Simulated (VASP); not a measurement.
# MgO (P6_3mc) in VASP: single point with HSE06

Aim: the single point of MgO with HSE06.

All numbers are computed with VASP 6.6.1; they aren't measurements. Logs are shortened: lines on timing, memory, paths and dates and some standing lists are left out, and cuts for length are marked.

## 1. The cell of the first run

The structure is hexagonal, space group P6_3mc (No. 186). Conventional cell: a = 3.321 Å, b = 3.321 Å, c = 4.934 Å, α = 90.00°, β = 90.00°, γ = 120.00°. Within 2.6 Å of Mg (site symmetry 3m) lie 4 O at 1.98 to 1.99 Å. Within 2.6 Å of O (site symmetry 3m) lie 4 Mg at 1.98 to 1.99 Å.

## 2. Single point, HSE06 (epitaxial xy strain +1.0%)

File POSCAR:

```
MgO
1.0
    3.3210994004      0.0000000000      0.0000000000
   -1.6605497002      2.8761564492      0.0000000000
    0.0000000000      0.0000000000      4.9338488476
Mg O
2 2
Direct
    0.3333333333      0.6666666667     -0.0145219940
    0.6666666667      0.3333333333      0.4854780060
    0.3333333333      0.6666666667      0.3895219940
    0.6666666667      0.3333333333      0.8895219940
```

File INCAR.step1:

```
SYSTEM = MgO
  PREC = Accurate
  ENCUT = 520
  EDIFF = 1E-5
  ISMEAR = 0
  SIGMA = 0.01
  LREAL = .False.
  LASPH = .True.
  NELM = 100
  ALGO = Normal
  ISIF = 2
  LWAVE = .True.
  GGA = PE
  NBANDS = 16
```

File INCAR.step2:

```
SYSTEM = MgO
  PREC = Accurate
  ENCUT = 520
  EDIFF = 1E-6
  ISMEAR = 0
  SIGMA = 0.01
  LREAL = .False.
  LASPH = .True.
  NELM = 100
  ALGO = Normal
  ISIF = 2
  LWAVE = .False.
  LCHARG = .True.
  GGA = PE
  LHFCALC = .True.
  HFSCREEN = 0.2079
  PRECFOCK = Normal
  LELF = .True.
  LVHAR = .True.
  ISTART = 1
  NBANDS = 16
```

File KPOINTS:

```
Automatic mesh
0
Gamma
  6 6 4
  0 0 0
```

Potentials or basis: VASP PAW PBE potentials, release 64 (Mg, O).

Run with:

```console
$ cat potpaw_PBE.64/Mg/POTCAR potpaw_PBE.64/O/POTCAR > POTCAR
$ cp INCAR.step1 INCAR
$ mpirun -np 1 vasp_std > vasp.out
$ cp INCAR.step2 INCAR
$ mpirun -np 1 vasp_std > vasp.out
```

OUTCAR:

```text
SYSTEM = MgO
   PREC = Accurate
   ENCUT = 520
   EDIFF = 1E-6
   ISMEAR = 0
   LREAL = .False.
   LASPH = .True.
   NELM = 100
   ISIF = 2
   GGA = PE
   LHFCALC = .True.
   HFSCREEN = 0.2079
   PRECFOCK = Normal
   ISTART = 1

 ion  position               nearest neighbor table
   1  0.333  0.667  0.985-   4 1.98   4 1.98   4 1.98   3 1.99   2 3.12   2 3.12   2 3.12   2 3.12
                             2 3.12   2 3.12
   2  0.667  0.333  0.485-   3 1.98   3 1.98   3 1.98   4 1.99   1 3.12   1 3.12   1 3.12   1 3.12
                             1 3.12   1 3.12
   3  0.333  0.667  0.390-   2 1.98   2 1.98   2 1.98   1 1.99
   4  0.667  0.333  0.890-   1 1.98   1 1.98   1 1.98   2 1.99

  LATTYP: Found a hexagonal cell.
 ALAT       =     3.3210994004
 C/A-ratio  =     1.4856070996

  Lattice vectors:

 A1 = (   3.3210994004,   0.0000000000,   0.0000000000)
 A2 = (  -1.6605497002,   2.8761564492,   0.0000000000)
 A3 = (   0.0000000000,   0.0000000000,   4.9338488476)

Analysis of symmetry for initial positions (statically):
=====================================================================
 Subroutine PRICEL returns:
 Original cell was already a primitive cell.

 Routine SETGRP: Setting up the symmetry group for a
 hexagonal supercell.

 Subroutine GETGRP returns: Found 12 space group operations
 (whereof  6 operations were pure point group operations)
 out of a pool of 24 trial point group operations.

The static configuration has the point symmetry C_3v.
 The point group associated with its full space group is C_6v.

Analysis of symmetry for dynamics (positions and initial velocities):
=====================================================================
 Subroutine PRICEL returns:
 Original cell was already a primitive cell.

 Routine SETGRP: Setting up the symmetry group for a
 hexagonal supercell.

 Subroutine GETGRP returns: Found 12 space group operations
 (whereof  6 operations were pure point group operations)
 out of a pool of 24 trial point group operations.

The dynamic configuration has the point symmetry C_3v.
 The point group associated with its full space group is C_6v.

 Subroutine INISYM returns: Found 12 space group operations
 (whereof  6 operations are pure point group operations),
 and found     1 'primitive' translations

----------------------------------------------------------------------------------------

                                     Primitive cell

  volume of cell :      47.1281

  direct lattice vectors                    reciprocal lattice vectors
     3.321099400  0.000000000  0.000000000     0.301105110  0.173843116  0.000000000
    -1.660549700  2.876156449  0.000000000     0.000000000  0.347686233  0.000000000
     0.000000000  0.000000000  4.933848848     0.000000000  0.000000000  0.202681523

  length of vectors
     3.321099400  3.321099400  4.933848848     0.347686233  0.347686233  0.202681523

  position of ions in fractional coordinates (direct lattice)
     0.333333333  0.666666667  0.985478006
     0.666666667  0.333333333  0.485478006
     0.333333333  0.666666667  0.389521994
     0.666666667  0.333333333  0.889521994

  ion indices of the primitive-cell ions
   primitive index   ion index
                 1           1
                 2           2
                 3           3
                 4           4

----------------------------------------------------------------------------------------

 KPOINTS: Automatic mesh

Automatic generation of k-mesh.
 Grid dimensions read from file:
 generate k-points for:    6    6    4

 Generating k-lattice:

  Cartesian coordinates                     Fractional coordinates (reciprocal lattice)
     0.050184185  0.028973853  0.000000000     0.166666667 -0.000000000  0.000000000
     0.000000000  0.057947705  0.000000000     0.000000000  0.166666667  0.000000000
     0.000000000  0.000000000  0.050670381     0.000000000  0.000000000  0.250000000

  Length of vectors
     0.057947705  0.057947705  0.050670381

  Shift w.r.t. Gamma in fractional coordinates (k-lattice)
     0.000000000  0.000000000  0.000000000

 Subroutine IBZKPT returns following result:
 ===========================================

 Found     21 irreducible k-points:

 Following reciprocal coordinates:
            Coordinates               Weight
  0.000000  0.000000  0.000000      1.000000
  0.166667  0.000000  0.000000      6.000000
  0.333333  0.000000  0.000000      6.000000
  0.500000  0.000000  0.000000      3.000000
  0.166667  0.166667  0.000000      6.000000
  0.333333  0.166667  0.000000     12.000000
[... 13 lines left out ...]
  0.333333  0.166667  0.500000     12.000000
  0.333333  0.333333  0.500000      2.000000
   k-points           NKPTS =     21   k-points in BZ     NKDIM =    144   number of bands    NBANDS=     16
   number of dos      NEDOS =    301   number of ions     NIONS =      4
   total plane-waves  NPLWV =  31360
   dimension x,y,z NGX =    28 NGY =   28 NGZ =   40
   dimension x,y,z NGXF=    56 NGYF=   56 NGZF=   80
   ions per type =               2   2
   NGX,Y,Z   is equivalent  to a cutoff of  14.02, 14.02, 13.48 a.u.
   NGXF,Y,Z  is equivalent  to a cutoff of  28.03, 28.03, 26.96 a.u.
 SYSTEM =  MgO
   PREC   = accura    normal or accurate (medium, high low for compatibility)
   ISTART =      1    job   : 0-new  1-cont  2-samecut
   ICHARG =      0    charge: 1-file 2-atom 10-const
   ISPIN  =      1    spin polarized calculation?
   LNONCOLLINEAR =      F non collinear calculations
   LSORBIT =      F    spin-orbit coupling
   LASPH  =      T    aspherical Exc in radial PAW
   ENCUT  =  520.0 eV  38.22 Ry    6.18 a.u.   6.18  6.18  9.17*2*pi/ulx,y,z
   NELM   =    100;   NELMIN=  2; NELMDL=  0     # of ELM steps
   EDIFF  = 0.1E-05   stopping-criterion for ELM
   LREAL  =      F    real-space projection
   EDIFFG = 0.1E-04   stopping-criterion for IOM
   NSW    =      0    number of steps for IOM
   IBRION =     -1    ionic relax: 0-MD 1-quasi-New 2-CG
   NFREE  =      0    steps in history (QN), initial steepest desc. (CG)
   ISIF   =      2    stress and relaxation
   ISYM   =      3    0-nonsym 1-usesym 2-fastsym
   POTIM  = 0.5000    time-step for ionic-motion
   TEBEG  =    0.0;   TEEND  =   0.0 temperature during run
   PSTRESS=    0.0 pullay stress
   NELECT =      16.0000    total number of electrons
   NUPDOWN=      -1.0000    fix difference up-down
   EMIN   =  10.00;   EMAX   =-10.00  energy-range for DOS
   EFERMI =   0.00;   METHOD = LEGACY
   ISMEAR =     0;   SIGMA  =   0.01  broadening in eV -4-tet -1-fermi 0-gaus
   EFERMI_NEDOS =   21; number of points for ismear=-14 and -15
   IALGO  =     38    algorithm
   IMIX   =      1    mixing-type and parameters
     AMIX     =   0.40;   BMIX     =  1.00
     AMIX_MAG =   1.60;   BMIX_MAG =  1.00
  volume/ion in A,a.u.               =      11.78        79.51
  Fermi-wavevector in a.u.,A,eV,Ry     =   1.142058  2.158176 17.746025  1.304296
  Thomas-Fermi vector in A             =   2.278757
   LORBIT       =      0    0 simple, 1 ext, 2 COOP (PROOUT), +10 PAW based schemes
   GGA     = PE    functional components
   LHFCALC =     T    Hartree Fock is set to
   PRECFOCK=normal    Normal, Fast or Accurate (Low or Medium for compatibility)
   ENCUT4O =  -1.0   cutoff for four orbital integrals eV
   NKREDX  =     1    reduce k-point grid by
   NKREDY  =     1    reduce k-point grid by
   NKREDZ  =     1    reduce k-point grid by
   AEXX    =    0.2500 exact exchange contribution
   HFSCREEN=    0.2079 screening length (either q_TF or 0.3 A-1)
   HFSCREENC=   0.2079 screening length for correlation (either q_TF or 0.3 A-1)
   ENCUTFOCK=  -1.0 apply spherical cutoff to Coloumb kernel
   IVDW    =     0    specifies the selected vdW correction
   LEPSILON=     F    determine dielectric tensor
   LRPA    =     F    only Hartree local field effects (RPA)
 non-spin polarized calculation
 Gauss-broadening in eV      SIGMA  =   0.01
  energy-cutoff  :      520.00
  volume of cell :       47.13
 maximum number of plane-waves:      1281
 NGX is ok and might be reduce to    28
  NGX = 20; NGY = 20; NGZ = 28

 number of electron      15.9999996 magnetization

 Free energy of the ion-electron system (eV)
  ---------------------------------------------------
  ext. energy  EPLUGINS =         0.00000000
  ---------------------------------------------------
  free energy    TOTEN  =       -28.02446703 eV

  energy without entropy =      -28.02446703  energy(sigma->0) =      -28.02446703

 E-fermi :   0.1264     XC(G=0):  -8.0397

 val. band max:        0.0001276661   @ k =   0.0000   0.0000   0.0000
 cond. band min:       5.0052531505   @ k =   0.0000   0.0000   0.0000
 fundamental gap:      5.0051254844
 Fermi energy:         0.1264087403

 k-point     1 :       0.0000    0.0000    0.0000
  band No.  band energies     occupation
      1     -17.8335      2.00000
      2     -16.9523      2.00000
      3      -3.5356      2.00000
      4      -0.9504      2.00000
      5      -0.9504      2.00000
      6      -0.5404      2.00000
[... 8 lines left out ...]
     15      18.3276      0.00000
     16      18.3276      0.00000

 k-point     2 :       0.1667    0.0000    0.0000
  band No.  band energies     occupation
      1     -17.6940      2.00000
      2     -16.9132      2.00000
      3      -3.2601      2.00000
      4      -1.6043      2.00000
      5      -1.1925      2.00000
      6      -1.1248      2.00000
[... 8 lines left out ...]
     15      17.4698      0.00000
     16      17.6489      0.00000

 k-point     3 :       0.3333    0.0000    0.0000
  band No.  band energies     occupation
      1     -17.3735      2.00000
      2     -16.8646      2.00000
      3      -2.8393      2.00000
      4      -2.5362      2.00000
      5      -2.0023      2.00000
      6      -1.4017      2.00000
[... 8 lines left out ...]
     15      16.4256      0.00000
     16      17.5421      0.00000
[... 305 lines left out ...]
 k-point    20 :       0.3333    0.1667    0.5000
  band No.  band energies     occupation
      1     -17.0150      2.00000
      2     -17.0150      2.00000
      3      -3.1768      2.00000
      4      -3.1768      2.00000
      5      -1.6426      2.00000
      6      -1.6426      2.00000
[... 8 lines left out ...]
     15      17.4050      0.00000
     16      17.4050      0.00000

 k-point    21 :       0.3333    0.3333    0.5000
  band No.  band energies     occupation
      1     -16.9645      2.00000
      2     -16.9645      2.00000
      3      -2.9016      2.00000
      4      -2.9016      2.00000
      5      -2.3025      2.00000
      6      -2.3025      2.00000
[... 8 lines left out ...]
     15      17.8892      0.00000
     16      17.8892      0.00000

------------------------ aborting loop because EDIFF is reached ----------------------------------------

  FORCE on cell =-STRESS in cart. coord.  units (eV):
  Direction    XX          YY          ZZ          XY          YZ          ZX
  --------------------------------------------------------------------------------------
  -------------------------------------------------------------------------------------
  Total       -0.3443060     -0.3443060      0.0177231      0.0000000      0.0000000      0.0000000
  in kB      -11.7050966    -11.7050966      0.6025170      0.0000000      0.0000000      0.0000000
  external PRESSURE =      -7.6025587 kB  Pullay stress =       0.0000000 kB

 VOLUME and BASIS-vectors are now :
 -----------------------------------------------------------------------------
  energy-cutoff  :      520.00
  volume of cell :       47.13
      direct lattice vectors                 reciprocal lattice vectors
     3.321099400  0.000000000  0.000000000     0.301105110  0.173843116  0.000000000
    -1.660549700  2.876156449  0.000000000     0.000000000  0.347686233  0.000000000
     0.000000000  0.000000000  4.933848848     0.000000000  0.000000000  0.202681523

 POSITION                                       TOTAL-FORCE (eV/Angst)
 -----------------------------------------------------------------------------------
     -0.00000      1.91744      4.86220        -0.000000     -0.000000      0.008852
      1.66055      0.95872      2.39528         0.000000      0.000000      0.008852
     -0.00000      1.91744      1.92184         0.000000     -0.000000     -0.008852
      1.66055      0.95872      4.38877        -0.000000      0.000000     -0.008852
 -----------------------------------------------------------------------------------
    total drift:                               -0.000000      0.000000      0.000552

  FREE ENERGIE OF THE ION-ELECTRON SYSTEM (eV)
  ---------------------------------------------------
  free  energy   TOTEN  =       -28.0244670344 eV

  energy  without entropy=      -28.0244670344  energy(sigma->0) =      -28.02446703
```

It took 23 min on 1 thread of Intel Xeon Platinum 8488C (Sapphire Rapids), shared host; peak memory 0.29 GiB.

Results:

```
Free energy            : -28.0245 eV
Pressure               : -0.8 GPa
Largest force          : 0.009 eV/Å
Band gap on the k mesh : 5.01 eV
```

Forces in eV/Å, atoms in the order of the input:
```
Mg   0.000  0.000  0.009
Mg   0.000  0.000  0.009
O    0.000  0.000 -0.009
O    0.000  0.000 -0.009
```

Levels at points of the mesh, in eV from the valence-band top:
```
           k point  band 6  band 7  band 8  band 9  band 10  band 11
(0.00, 0.00, 0.00)   -0.54   -0.54    0.00    5.01    10.28    12.36
(0.50, 0.00, 0.00)   -1.52   -0.93   -0.61    9.41     9.84    10.98
(0.00, 0.00, 0.50)   -0.75   -0.75   -0.75    7.64     7.64    15.21
(0.50, 0.00, 0.50)   -1.09   -0.80   -0.80    9.02     9.02    12.77
```

Caveat: the cell differs from its parent crystal (epitaxial xy strain +1.0%); the structure was generated, so it needn't be the stable form of MgO; the PAW data sets were made with another functional, which shifts forces and pressure a little.
